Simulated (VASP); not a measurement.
# Ni (Fm-3m) in VASP: a series of runs, part 2 of 3

VASP 6.6.1. Earlier steps stand in the parts before.

### Step 3. Relaxation of cell and atoms, PBE, collinear spin, ferromagnetic start

This run uses another cell than the first one, of 10.94 Å³/atom.

INCAR reads:

```
SYSTEM = Ni
PREC = Accurate
ENCUT = 600
EDIFF = 1E-7
ISMEAR = -1
SIGMA = 0.05
LREAL = .False.
LASPH = .True.
NELM = 200
ALGO = Normal
ISIF = 3
LWAVE = .False.
LCHARG = .False.
ISPIN = 2
MAGMOM = 0.8
LORBIT = 11
LMAXMIX = 4
GGA = PE
IBRION = 2
NSW = 80
EDIFFG = -0.01
GGA_COMPAT = .False.
NELMIN = 4
```

KPOINTS reads:

```
regular mesh
0
Gamma
  15 15 15
  0 0 0
```

POSCAR reads:

```
Ni
1.0
    0.0000000000      1.7619400000      1.7619400000
    1.7619400000      0.0000000000      1.7619400000
    1.7619400000      1.7619400000      0.0000000000
Ni
1
Direct
    0.0000000000      0.0000000000      0.0000000000
```

Potentials or basis: VASP PAW PBE potentials, release 64 (Ni).

The run is started by

```
> cat potpaw_PBE.64/Ni/POTCAR > POTCAR
> mpirun -np 1 vasp_std > vasp.out
```

OUTCAR:

```text
SYSTEM = Ni
   PREC = Accurate
   ENCUT = 600
   EDIFF = 1E-7
   ISMEAR = -1
   LREAL = .False.
   LASPH = .True.
   NELM = 200
   ISIF = 3
   ISPIN = 2
   LORBIT = 11
   GGA = PE
   IBRION = 2
   NSW = 80
   EDIFFG = -0.01
   NELMIN = 4

 ion  position               nearest neighbor table
   1  0.000  0.000  0.000-

  LATTYP: Found a face centered cubic cell.
 ALAT       =     3.5238800000

  Lattice vectors:

 A1 = (   0.0000000000,   1.7619400000,   1.7619400000)
 A2 = (   1.7619400000,   0.0000000000,   1.7619400000)
 A3 = (   1.7619400000,   1.7619400000,   0.0000000000)

Analysis of symmetry for initial positions (statically):
=====================================================================
 Subroutine PRICEL returns:
 Original cell was already a primitive cell.

 Routine SETGRP: Setting up the symmetry group for a
 face centered cubic supercell.

 Subroutine GETGRP returns: Found 48 space group operations
 (whereof 48 operations were pure point group operations)
 out of a pool of 48 trial point group operations.

The static configuration has the point symmetry O_h .

Analysis of symmetry for dynamics (positions and initial velocities):
=====================================================================
 Subroutine PRICEL returns:
 Original cell was already a primitive cell.

 Routine SETGRP: Setting up the symmetry group for a
 face centered cubic supercell.

 Subroutine GETGRP returns: Found 48 space group operations
 (whereof 48 operations were pure point group operations)
 out of a pool of 48 trial point group operations.

The dynamic configuration has the point symmetry O_h .

Analysis of structural, dynamic, and magnetic symmetry:
=====================================================================
 Subroutine PRICEL returns:
 Original cell was already a primitive cell.

 Routine SETGRP: Setting up the symmetry group for a
 face centered cubic supercell.

 Subroutine GETGRP returns: Found 48 space group operations
 (whereof 48 operations were pure point group operations)
 out of a pool of 48 trial point group operations.

The overall configuration has the point symmetry O_h .

 Subroutine INISYM returns: Found 48 space group operations
 (whereof 48 operations are pure point group operations),
 and found     1 'primitive' translations

----------------------------------------------------------------------------------------

                                     Primitive cell

  volume of cell :      10.9396

  direct lattice vectors                    reciprocal lattice vectors
     0.000000000  1.761940000  1.761940000    -0.283778108  0.283778108  0.283778108
     1.761940000  0.000000000  1.761940000     0.283778108 -0.283778108  0.283778108
     1.761940000  1.761940000  0.000000000     0.283778108  0.283778108 -0.283778108

  length of vectors
     2.491759444  2.491759444  2.491759444     0.491518102  0.491518102  0.491518102

  position of ions in fractional coordinates (direct lattice)
     0.000000000  0.000000000  0.000000000

  ion indices of the primitive-cell ions
   primitive index   ion index
                 1           1

[... 58 lines left out ...]
   ions per type =               1
   NGX,Y,Z   is equivalent  to a cutoff of  13.34, 13.34, 13.34 a.u.
   NGXF,Y,Z  is equivalent  to a cutoff of  26.69, 26.69, 26.69 a.u.
 SYSTEM =  Ni
   PREC   = accura    normal or accurate (medium, high low for compatibility)
   ISTART =      0    job   : 0-new  1-cont  2-samecut
   ICHARG =      2    charge: 1-file 2-atom 10-const
   ISPIN  =      2    spin polarized calculation?
   LNONCOLLINEAR =      F non collinear calculations
   LSORBIT =      F    spin-orbit coupling
   LASPH  =      T    aspherical Exc in radial PAW
   ENCUT  =  600.0 eV  44.10 Ry    6.64 a.u.   4.98  4.98  4.98*2*pi/ulx,y,z
   NELM   =    200;   NELMIN=  4; NELMDL= -5     # of ELM steps
   EDIFF  = 0.1E-06   stopping-criterion for ELM
   LREAL  =      F    real-space projection
   EDIFFG = -.1E-01   stopping-criterion for IOM
   NSW    =     80    number of steps for IOM
   IBRION =      2    ionic relax: 0-MD 1-quasi-New 2-CG
   NFREE  =      1    steps in history (QN), initial steepest desc. (CG)
   ISIF   =      3    stress and relaxation
   ISYM   =      2    0-nonsym 1-usesym 2-fastsym
   POTIM  = 0.5000    time-step for ionic-motion
   TEBEG  =    0.0;   TEEND  =   0.0 temperature during run
   PSTRESS=    0.0 pullay stress
   NELECT =      10.0000    total number of electrons
   NUPDOWN=      -1.0000    fix difference up-down
   EMIN   =  10.00;   EMAX   =-10.00  energy-range for DOS
   EFERMI =   0.00;   METHOD = LEGACY
   ISMEAR =    -1;   SIGMA  =   0.05  broadening in eV -4-tet -1-fermi 0-gaus
   EFERMI_NEDOS =   21; number of points for ismear=-14 and -15
   IALGO  =     38    algorithm
   IMIX   =      4    mixing-type and parameters
     AMIX     =   0.40;   BMIX     =  1.00
     AMIX_MAG =   1.60;   BMIX_MAG =  1.00
  volume/ion in A,a.u.               =      10.94        73.82
  Fermi-wavevector in a.u.,A,eV,Ry     =   1.588816  3.002428 34.345698  2.524338
  Thomas-Fermi vector in A             =   2.687762
   LORBIT       =     11    0 simple, 1 ext, 2 COOP (PROOUT), +10 PAW based schemes
   GGA     = PE    functional components
   LHFCALC =     F    Hartree Fock is set to
   AEXX    =    0.0000 exact exchange contribution
   IVDW    =     0    specifies the selected vdW correction
   LEPSILON=     F    determine dielectric tensor
   LRPA    =     F    only Hartree local field effects (RPA)
 conjugate gradient relaxation of ions
 spin polarized calculation
  energy-cutoff  :      600.00
  volume of cell :       10.94
 maximum number of plane-waves:       375
   NGX =  9   NGY =  9   NGZ =  9

--------------------------------------- Ionic step        1  -------------------------------------------

 number of electron      10.0000010 magnetization       0.6437200

 Free energy of the ion-electron system (eV)
  ---------------------------------------------------
  ext. energy  EPLUGINS =         0.00000000
  ---------------------------------------------------
  free energy    TOTEN  =        -5.47824699 eV

  energy without entropy =       -5.46427317  energy(sigma->0) =       -5.47126008

------------------------ aborting loop because EDIFF is reached ----------------------------------------

  FORCE on cell =-STRESS in cart. coord.  units (eV):
  Direction    XX          YY          ZZ          XY          YZ          ZX
  --------------------------------------------------------------------------------------
  -------------------------------------------------------------------------------------
  Total       -0.0623481     -0.0623481     -0.0623481      0.0000000      0.0000000     -0.0000000
  in kB       -9.1312482     -9.1312482     -9.1312482      0.0000000      0.0000000     -0.0000000
  external PRESSURE =      -9.1312482 kB  Pullay stress =       0.0000000 kB
[... 57 lines left out ...]
--------------------------------------- Ionic step        3  -------------------------------------------

 number of electron      10.0000009 magnetization       0.6431780

 Free energy of the ion-electron system (eV)
  ---------------------------------------------------
  ext. energy  EPLUGINS =         0.00000000
  ---------------------------------------------------
  free energy    TOTEN  =        -5.47838705 eV

  energy without entropy =       -5.46447199  energy(sigma->0) =       -5.47142952

 E-fermi :   9.3614     XC(G=0): -13.2504

 val. band max:        9.3612443349   @ k =  -0.4667   0.3333   0.1333
 cond. band min:       9.3715378051   @ k =   0.4000   0.0000   0.0000
 fundamental gap:      0.0102934702
 Fermi energy:         9.3614280854

 spin component 1

 k-point     1 :       0.0000    0.0000    0.0000
  band No.  band energies     occupation
      1       0.3590      1.00000
      2       6.9187      1.00000
      3       6.9187      1.00000
      4       6.9187      1.00000
      5       8.0959      1.00000
      6       8.0959      1.00000
      7      33.0801      0.00000
      8      36.9322      0.00000
      9      36.9322      0.00000
[... 265 lines left out ...]
 k-point    24 :       0.2000    0.1333    0.0000
  band No.  band energies     occupation
      1       1.8587      1.00000
      2       6.4551      1.00000
      3       7.2740      1.00000
      4       7.2988      1.00000
      5       7.7511      1.00000
      6       8.2689      1.00000
      7      29.0392      0.00000
      8      31.6080      0.00000
      9      32.0641      0.00000

 [... further k-points ...]

 spin component 2

 k-point     1 :       0.0000    0.0000    0.0000
  band No.  band energies     occupation
      1       0.3251      1.00000
      2       7.6911      1.00000
      3       7.6911      1.00000
      4       7.6911      1.00000
      5       8.6973      1.00000
      6       8.6973      1.00000
      7      32.9161      0.00000
      8      36.9148      0.00000
      9      36.9148      0.00000
[... 304 lines left out ...]
  FREE ENERGIE OF THE ION-ELECTRON SYSTEM (eV)
  ---------------------------------------------------
  free  energy   TOTEN  =        -5.4783870486 eV

  energy  without entropy=       -5.4644719879  energy(sigma->0) =       -5.47142952

 reached required accuracy - stopping structural energy minimisation

 total charge

# of ion       s       p       d       tot
------------------------------------------
    1        0.498   0.497   8.313   9.308

 magnetization (x)

# of ion       s       p       d       tot
------------------------------------------
    1       -0.006  -0.025   0.686   0.655
```

OSZICAR:

```text
N       E                     dE             d eps       ncg     rms          rms(c)
DAV:   1     0.257793507140E+02    0.25779E+02   -0.53707E+03  4360   0.161E+03
[... 26 lines left out ...]
DAV:   2    -0.547971388768E+01    0.23941E-02   -0.59459E-02  4518   0.371E+00    0.306E-01
DAV:   3    -0.547846289047E+01    0.12510E-02   -0.96214E-03  4463   0.158E+00    0.808E-02
DAV:   4    -0.547839707108E+01    0.65819E-04   -0.43581E-05  4892   0.660E-02    0.465E-02
DAV:   5    -0.547838525657E+01    0.11815E-04   -0.22212E-05  5816   0.382E-02    0.891E-03
DAV:   6    -0.547838630719E+01   -0.10506E-05   -0.70994E-07  3921   0.726E-03    0.523E-03
DAV:   7    -0.547838700401E+01   -0.69682E-06   -0.28246E-07  3140   0.945E-03    0.665E-04
DAV:   8    -0.547838704857E+01   -0.44558E-07   -0.37219E-09  2168   0.933E-04
   3 F= -.54783870E+01 E0= -.54714295E+01  d E =-.140059E-03  mag=     0.6432
```

Wall time 53 s (1 thread of Intel Xeon Platinum 8259CL at 2.50GHz (Skylake/Cascade Lake), shared host); peak memory 0.16 GiB.

What came out:

| Property | Result |
| --- | --- |
| Free energy | -5.4784 eV |
| Relaxed volume | 10.89 Å³/atom |
| Relaxed cell | a = 2.488 Å, b = 2.488 Å, c = 2.488 Å, α = 60.00°, β = 60.00°, γ = 60.00° |
| Space group after relaxing (to 0.1 Å) | Fm-3m (No. 225) |
| Energy gained by relaxing | 0.1 meV/atom |
| Ionic steps | 3 |
| Pressure after relaxing | 0.0 GPa |
| Net moment | 0.64 μB per cell |
| Site moments | Ni +0.66 μB |
| Valence electrons inside the program's atomic spheres | Ni 9.31 |

Step by step:
```
step  energy change (eV)  largest force (eV/Å)  pressure (GPa)  volume (Å³)
   1              0.0000                0.0000           -0.91        10.94
   2              0.0000                0.0000            0.90        10.84
   3             -0.0001                0.0000            0.00        10.89
```

Final structure:
```
CELL_PARAMETERS angstrom
0.00000 1.75926 1.75926
1.75926 0.00000 1.75926
1.75926 1.75926 0.00000
ATOMIC_POSITIONS crystal
Ni 0.00000 0.00000 0.00000
```

### Step 4. Single point, PBE, collinear spin, ferromagnetic start

INCAR reads:

```
PREC = Accurate
ENCUT = 600
EDIFF = 1E-6
ISMEAR = -1
SIGMA = 0.05
LREAL = F
LASPH = T
NELM = 200
ALGO = Normal
ISIF = 2
LWAVE = F
LCHARG = F
ISPIN = 2
MAGMOM = 0.696
LORBIT = 11
LMAXMIX = 4
GGA = PE
NBANDS = 15
GGA_COMPAT = F
```

KPOINTS reads:

```
Automatic mesh
0
Gamma
  25 25 25
```

POSCAR reads:

```
Ni
1.0
    0.0000000000      1.7598597236      1.7598597236
    1.7598597236      0.0000000000      1.7598597236
    1.7598597236      1.7598597236      0.0000000000
Ni
1
Direct
    0.0000000000      0.0000000000      0.0000000000
```

The run is started by

```
> cat potpaw_PBE.64/Ni/POTCAR > POTCAR
> mpirun -np 1 vasp_std > vasp.out
```

Run time: 2.1 min. Hardware: 1 thread of Intel Xeon Platinum 8259CL at 2.50GHz (Skylake/Cascade Lake), shared host; peak memory 0.24 GiB.

The run converged. Its results:

* Free energy: -5.4773 eV
* Pressure: -0.4 GPa
* Net moment: 0.62 μB per cell
* Site moments: Ni +0.63 μB
* Valence electrons inside the program's atomic spheres: Ni 9.31

Levels at points of the mesh, in eV from the Fermi level:
Spin up:
| k point | band 1 | band 2 | band 3 | band 4 | band 5 | band 6 | band 7 | band 8 | band 9 | band 10 |
| --- | --- | --- | --- | --- | --- | --- | --- | --- | --- | --- |
| (0.00, 0.00, 0.00) | -9.00 | -2.43 | -2.43 | -2.43 | -1.25 | -1.25 | 23.71 | 27.55 | 27.55 | 27.55 |
Spin down:
```csv
k point,band 2,band 3,band 4,band 5,band 6,band 7,band 8,band 9
"(0.00, 0.00, 0.00)",-1.68,-1.68,-1.68,-0.67,-0.67,23.54,27.53,27.53
```

(Part 2 of 3 ends here.)
